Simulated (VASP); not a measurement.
# MgO (Fm-3m) in VASP: single point with r2SCAN

Aim: the single point of MgO with r2SCAN.

Program: VASP 6.6.1. These are calculated values, not measurements. Logs are shortened: lines on timing, memory, paths and dates and some standing lists are left out, and cuts for length are marked.

### 1 The cell of the first run

The structure is cubic, space group Fm-3m (No. 225). The conventional cell has a = 4.254 Å, b = 4.254 Å, c = 4.254 Å, α = 90.00°, β = 90.00°, γ = 90.00°. Within 2.8 Å of Mg (site symmetry m-3m) lie 6 O at 2.13 Å. Within 2.8 Å of O (site symmetry m-3m) lie 6 Mg at 2.13 Å.

### 2 Single point, r2SCAN

Contents of POSCAR:

```
MgO
1.0
    0.0000000000      8.5087624606      8.5087624606
    8.5087624606      0.0000000000      8.5087624606
    8.5087624606      8.5087624606      0.0000000000
Mg O
64 64
Direct
    0.0000000000      0.0000000000      0.0000000000
    0.0000000000      0.0000000000      0.2500000000
    0.0000000000      0.0000000000      0.5000000000
    0.0000000000      0.0000000000      0.7500000000
    0.0000000000      0.2500000000      0.0000000000
    0.0000000000      0.2500000000      0.2500000000
[... 120 lines left out ...]
    0.8750000000      0.8750000000      0.6250000000
    0.8750000000      0.8750000000      0.8750000000
```

Contents of INCAR.step1:

```
PREC = Accurate ; ENCUT = 520
ISMEAR = 0 ; SIGMA = 0.01
LREAL = Auto ; LASPH = True
NELM = 100 ; NBANDS = 326
GGA = PE ; ALGO = Normal
EDIFF = 1E-4 ; LWAVE = True
LCHARG = False
```

Contents of INCAR.step2:

```
PREC = Accurate ; ENCUT = 520
EDIFF = 1E-6 ; ISMEAR = 0
SIGMA = 0.01 ; LREAL = Auto
LASPH = True ; NELM = 100
ALGO = Normal ; ISIF = 2
LWAVE = False ; LCHARG = False
METAGGA = R2SCAN ; LMIXTAU = True
NBANDS = 326 ; ISTART = 1
```

Contents of KPOINTS:

```
Automatic mesh
0
Gamma
  1 1 1
```

Potentials or basis: VASP PAW PBE potentials, release 64 (Mg, O).

On the command line:

```bash
$ cat potpaw_PBE.64/Mg/POTCAR potpaw_PBE.64/O/POTCAR > POTCAR
$ cp INCAR.step1 INCAR
$ mpirun -np 1 vasp_gam > vasp.out
$ cp INCAR.step2 INCAR
$ mpirun -np 1 vasp_gam > vasp.out
```

OUTCAR:

```text
PREC = Accurate
   ENCUT = 520
   EDIFF = 1E-6
   ISMEAR = 0
   LREAL = Auto
   LASPH = True
   NELM = 100
   ISIF = 2
   METAGGA = R2SCAN
   ISTART = 1

 ion  position               nearest neighbor table
   1  0.000  0.000  0.000-  68 2.13  77 2.13  80 2.13 113 2.13 116 2.13 125 2.13  17 3.01  20 3.01
                            29 3.01  49 3.01  50 3.01  53 3.01   2 3.01   4 3.01   5 3.01   8 3.01
   2  0.000  0.000  0.250-  65 2.13  77 2.13  78 2.13 113 2.13 114 2.13 126 2.13  17 3.01  18 3.01
                            30 3.01  50 3.01  51 3.01  54 3.01   1 3.01   3 3.01   5 3.01   6 3.01
   3  0.000  0.000  0.500-  66 2.13  78 2.13  79 2.13 114 2.13 115 2.13 127 2.13  18 3.01  19 3.01
                            31 3.01  51 3.01  52 3.01  55 3.01   2 3.01   4 3.01   6 3.01   7 3.01
   4  0.000  0.000  0.750-  67 2.13  79 2.13  80 2.13 115 2.13 116 2.13 128 2.13  19 3.01  20 3.01
                            32 3.01  49 3.01  52 3.01  56 3.01   1 3.01   3 3.01   7 3.01   8 3.01
   5  0.000  0.250  0.000-  65 2.13  68 2.13  72 2.13 113 2.13 117 2.13 120 2.13  17 3.01  21 3.01
                            24 3.01  53 3.01  54 3.01  57 3.01   1 3.01   2 3.01   6 3.01   8 3.01
   6  0.000  0.250  0.250-  65 2.13  66 2.13  69 2.13 114 2.13 117 2.13 118 2.13  18 3.01  21 3.01
                            22 3.01  54 3.01  55 3.01  58 3.01   2 3.01   3 3.01   5 3.01   7 3.01
   7  0.000  0.250  0.500-  66 2.13  67 2.13  70 2.13 115 2.13 118 2.13 119 2.13  19 3.01  22 3.01
                            23 3.01  55 3.01  56 3.01  59 3.01   3 3.01   4 3.01   6 3.01   8 3.01
   8  0.000  0.250  0.750-  67 2.13  68 2.13  71 2.13 116 2.13 119 2.13 120 2.13  20 3.01  23 3.01
                            24 3.01  53 3.01  56 3.01  60 3.01   1 3.01   4 3.01   5 3.01   7 3.01
   9  0.000  0.500  0.000-  69 2.13  72 2.13  76 2.13 117 2.13 121 2.13 124 2.13  21 3.01  25 3.01
                            28 3.01  57 3.01  58 3.01  61 3.01   5 3.01   6 3.01  10 3.01  12 3.01
  10  0.000  0.500  0.250-  69 2.13  70 2.13  73 2.13 118 2.13 121 2.13 122 2.13  22 3.01  25 3.01
                            26 3.01  58 3.01  59 3.01  62 3.01   6 3.01   7 3.01   9 3.01  11 3.01
  11  0.000  0.500  0.500-  70 2.13  71 2.13  74 2.13 119 2.13 122 2.13 123 2.13  23 3.01  26 3.01
                            27 3.01  59 3.01  60 3.01  63 3.01   7 3.01   8 3.01  10 3.01  12 3.01
  12  0.000  0.500  0.750-  71 2.13  72 2.13  75 2.13 120 2.13 123 2.13 124 2.13  24 3.01  27 3.01
                            28 3.01  57 3.01  60 3.01  64 3.01   5 3.01   8 3.01   9 3.01  11 3.01
  13  0.000  0.750  0.000-  73 2.13  76 2.13  80 2.13 121 2.13 125 2.13 128 2.13  25 3.01  29 3.01
                            32 3.01  49 3.01  61 3.01  62 3.01   1 3.01   4 3.01   9 3.01  10 3.01
  14  0.000  0.750  0.250-  73 2.13  74 2.13  77 2.13 122 2.13 125 2.13 126 2.13  26 3.01  29 3.01
                            30 3.01  50 3.01  62 3.01  63 3.01   1 3.01   2 3.01  10 3.01  11 3.01
  15  0.000  0.750  0.500-  74 2.13  75 2.13  78 2.13 123 2.13 126 2.13 127 2.13  27 3.01  30 3.01
                            31 3.01  51 3.01  63 3.01  64 3.01   2 3.01   3 3.01  11 3.01  12 3.01
[... 160 lines left out ...]
 127  0.875  0.875  0.625-   3 2.13  15 2.13  16 2.13  51 2.13  52 2.13  64 2.13
 128  0.875  0.875  0.875-   4 2.13  13 2.13  16 2.13  49 2.13  52 2.13  61 2.13

  LATTYP: Found a face centered cubic cell.
 ALAT       =    17.0175249212

  Lattice vectors:

 A1 = (   0.0000000000,   8.5087624606,   8.5087624606)
 A2 = (   8.5087624606,   0.0000000000,   8.5087624606)
 A3 = (   8.5087624606,   8.5087624606,   0.0000000000)

Analysis of symmetry for initial positions (statically):
=====================================================================
 Subroutine PRICEL returns following result:

  LATTYP: Found a face centered cubic cell.
 ALAT       =     4.2543812303

  Lattice vectors:

 A1 = (   0.0000000000,   2.1271906151,   2.1271906151)
 A2 = (   2.1271906151,   0.0000000000,   2.1271906151)
 A3 = (   2.1271906151,   2.1271906151,   0.0000000000)

  64 primitive cells build up your supercell.

 Routine SETGRP: Setting up the symmetry group for a
 face centered cubic supercell.

 Subroutine GETGRP returns: Found 48 space group operations
 (whereof 48 operations were pure point group operations)
 out of a pool of 48 trial point group operations.

The static configuration has the point symmetry O_h .

Analysis of symmetry for dynamics (positions and initial velocities):
=====================================================================
 Subroutine PRICEL returns following result:

  LATTYP: Found a face centered cubic cell.
 ALAT       =     4.2543812303

  Lattice vectors:

 A1 = (   0.0000000000,   2.1271906151,   2.1271906151)
 A2 = (   2.1271906151,   0.0000000000,   2.1271906151)
 A3 = (   2.1271906151,   2.1271906151,   0.0000000000)

  64 primitive cells build up your supercell.

 Routine SETGRP: Setting up the symmetry group for a
 face centered cubic supercell.

 Subroutine GETGRP returns: Found 48 space group operations
 (whereof 48 operations were pure point group operations)
 out of a pool of 48 trial point group operations.

The dynamic configuration has the point symmetry O_h .

 Subroutine INISYM returns: Found 48 space group operations
 (whereof 48 operations are pure point group operations),
 and found    64 'primitive' translations

----------------------------------------------------------------------------------------

                                     Primitive cell

  volume of cell :      19.2508

  direct lattice vectors                    reciprocal lattice vectors
     0.000000000  2.127190615  2.127190615    -0.235051808  0.235051808  0.235051808
     2.127190615  0.000000000  2.127190615     0.235051808 -0.235051808  0.235051808
     2.127190615  2.127190615  0.000000000     0.235051808  0.235051808 -0.235051808

  length of vectors
     3.008301818  3.008301818  3.008301818     0.407121674  0.407121674  0.407121674

  position of ions in fractional coordinates (direct lattice)
     0.000000000  0.000000000  0.000000000
     0.500000000  0.500000000  0.500000000

  ion indices of the primitive-cell ions
   primitive index   ion index
                 1           1
                 2          65

----------------------------------------------------------------------------------------

 KPOINTS: Automatic mesh

Automatic generation of k-mesh.
 Grid dimensions read from file:
 generate k-points for:    1    1    1

 Generating k-lattice:

  Cartesian coordinates                     Fractional coordinates (reciprocal lattice)
    -0.058762952  0.058762952  0.058762952     1.000000000  0.000000000  0.000000000
     0.058762952 -0.058762952  0.058762952     0.000000000  1.000000000  0.000000000
     0.058762952  0.058762952 -0.058762952     0.000000000  0.000000000  1.000000000

  Length of vectors
     0.101780418  0.101780418  0.101780418

  Shift w.r.t. Gamma in fractional coordinates (k-lattice)
     0.000000000  0.000000000  0.000000000

 Subroutine IBZKPT returns following result:
 ===========================================

 Found      1 irreducible k-points:

 Following reciprocal coordinates:
            Coordinates               Weight
  0.000000  0.000000  0.000000      1.000000
   k-points           NKPTS =      1   k-points in BZ     NKDIM =      1   number of bands    NBANDS=    326
   number of dos      NEDOS =    301   number of ions     NIONS =    128
   total plane-waves  NPLWV = 729000
   dimension x,y,z NGX =    90 NGY =   90 NGZ =   90
   dimension x,y,z NGXF=   180 NGYF=  180 NGZF=  180
   ions per type =              64  64
   NGX,Y,Z   is equivalent  to a cutoff of  12.43, 12.43, 12.43 a.u.
   NGXF,Y,Z  is equivalent  to a cutoff of  24.87, 24.87, 24.87 a.u.
 SYSTEM =  unknown system
   PREC   = accura    normal or accurate (medium, high low for compatibility)
   ISTART =      1    job   : 0-new  1-cont  2-samecut
   ICHARG =      0    charge: 1-file 2-atom 10-const
   ISPIN  =      1    spin polarized calculation?
   LNONCOLLINEAR =      F non collinear calculations
   LSORBIT =      F    spin-orbit coupling
   LASPH  =      T    aspherical Exc in radial PAW
   ENCUT  =  520.0 eV  38.22 Ry    6.18 a.u.  22.37 22.37 22.37*2*pi/ulx,y,z
   NELM   =    100;   NELMIN=  2; NELMDL=  0     # of ELM steps
   EDIFF  = 0.1E-05   stopping-criterion for ELM
   LREAL  =      T    real-space projection
   EDIFFG = 0.1E-04   stopping-criterion for IOM
   NSW    =      0    number of steps for IOM
   IBRION =     -1    ionic relax: 0-MD 1-quasi-New 2-CG
   NFREE  =      0    steps in history (QN), initial steepest desc. (CG)
   ISIF   =      2    stress and relaxation
   ISYM   =      2    0-nonsym 1-usesym 2-fastsym
   POTIM  = 0.5000    time-step for ionic-motion
   TEBEG  =    0.0;   TEEND  =   0.0 temperature during run
   PSTRESS=    0.0 pullay stress
   NELECT =     512.0000    total number of electrons
   NUPDOWN=      -1.0000    fix difference up-down
   EMIN   =  10.00;   EMAX   =-10.00  energy-range for DOS
   EFERMI =   0.00;   METHOD = LEGACY
   ISMEAR =     0;   SIGMA  =   0.01  broadening in eV -4-tet -1-fermi 0-gaus
   EFERMI_NEDOS =   21; number of points for ismear=-14 and -15
   IALGO  =     38    algorithm
   IMIX   =      4    mixing-type and parameters
     AMIX     =   0.40;   BMIX     =  1.00
     AMIX_MAG =   1.60;   BMIX_MAG =  1.00
  volume/ion in A,a.u.               =       9.63        64.96
  Fermi-wavevector in a.u.,A,eV,Ry     =   1.221673  2.308628 20.306500  1.492486
  Thomas-Fermi vector in A             =   2.356847
   LORBIT       =      0    0 simple, 1 ext, 2 COOP (PROOUT), +10 PAW based schemes
   METAGGA = R2SCAN    functional components
   LHFCALC =     F    Hartree Fock is set to
   AEXX    =    0.0000 exact exchange contribution
   IVDW    =     0    specifies the selected vdW correction
   LEPSILON=     F    determine dielectric tensor
   LRPA    =     F    only Hartree local field effects (RPA)
 non-spin polarized calculation
 Gauss-broadening in eV      SIGMA  =   0.01
  energy-cutoff  :      520.00
  volume of cell :     1232.05
 maximum number of plane-waves:     16612
 NGX is ok and might be reduce to    90
   NGX = 45   NGY = 45   NGZ = 45

 number of electron     511.9999746 magnetization

 Free energy of the ion-electron system (eV)
  ---------------------------------------------------
  ext. energy  EPLUGINS =         0.00000000
  ---------------------------------------------------
  free energy    TOTEN  =     -1032.69273968 eV

  energy without entropy =    -1032.69273968  energy(sigma->0) =    -1032.69273968

 E-fermi :   2.6670     XC(G=0): -11.4391

 val. band max:        2.5717176485   @ k =   0.0000   0.0000   0.0000
 cond. band min:       7.8707477096   @ k =   0.0000   0.0000   0.0000
 fundamental gap:      5.2990300610
 Fermi energy:         2.6669624738

 k-point     1 :       0.0000    0.0000    0.0000
  band No.  band energies     occupation
      1     -15.4798      2.00000
      2     -14.9357      2.00000
      3     -14.9357      2.00000
      4     -14.9357      2.00000
      5     -14.9357      2.00000
      6     -14.9356      2.00000
[... 260 lines left out ...]
    267      11.1637      0.00000
    268      11.1637      0.00000
 [bands above 268 left out]

------------------------ aborting loop because EDIFF is reached ----------------------------------------

  FORCE on cell =-STRESS in cart. coord.  units (eV):
  Direction    XX          YY          ZZ          XY          YZ          ZX
  --------------------------------------------------------------------------------------
  -------------------------------------------------------------------------------------
  Total      -50.7205330    -50.7205330    -50.7205330     -0.0000000      0.0000000     -0.0000000
  in kB      -65.9576534    -65.9576534    -65.9576534     -0.0000000      0.0000000     -0.0000000
  external PRESSURE =     -65.9576534 kB  Pullay stress =       0.0000000 kB

 VOLUME and BASIS-vectors are now :
 -----------------------------------------------------------------------------
  energy-cutoff  :      520.00
  volume of cell :     1232.05
      direct lattice vectors                 reciprocal lattice vectors
     0.000000000  8.508762461  8.508762461    -0.058762952  0.058762952  0.058762952
     8.508762461  0.000000000  8.508762461     0.058762952 -0.058762952  0.058762952
     8.508762461  8.508762461  0.000000000     0.058762952  0.058762952 -0.058762952

 POSITION                                       TOTAL-FORCE (eV/Angst)
 -----------------------------------------------------------------------------------
      0.00000      0.00000      0.00000        -0.000000     -0.000000     -0.000000
      2.12719      2.12719      0.00000        -0.000000      0.000000     -0.000000
      4.25438      4.25438      0.00000        -0.000000      0.000000      0.000000
      6.38157      6.38157      0.00000         0.000000      0.000000      0.000000
      2.12719      0.00000      2.12719        -0.000000      0.000000     -0.000000
      4.25438      2.12719      2.12719        -0.000000      0.000000     -0.000000
[... 120 lines left out ...]
     12.76314     12.76314     14.89033         0.000000      0.000000      0.000000
     14.89033     14.89033     14.89033        -0.000000      0.000000     -0.000000
 -----------------------------------------------------------------------------------
    total drift:                                0.000000      0.000000      0.000000

  FREE ENERGIE OF THE ION-ELECTRON SYSTEM (eV)
  ---------------------------------------------------
  free  energy   TOTEN  =     -1032.6927396804 eV

  energy  without entropy=    -1032.6927396804  energy(sigma->0) =    -1032.69273968
```

Run time: 70 min. Hardware: 1 thread of Oxide Virtual Turin-like, shared host; peak memory 1.6 GiB.

Results:

| Property | Result |
| --- | --- |
| Free energy | -1032.6927 eV |
| Pressure | -6.6 GPa |
| Band gap on the k mesh | 5.30 eV |

Levels at points of the mesh, in eV from the valence-band top:
```
           k point  band 254  band 255  band 256  band 257  band 258  band 259
(0.00, 0.00, 0.00)      0.00      0.00      0.00      5.30      7.69      7.69
```

Caveat: the k points lie up to 0.64 Å⁻¹ apart; the PAW data sets were made with another functional, which shifts forces and pressure a little; an odd mesh through Γ misses points on the zone boundary, where band edges can lie.
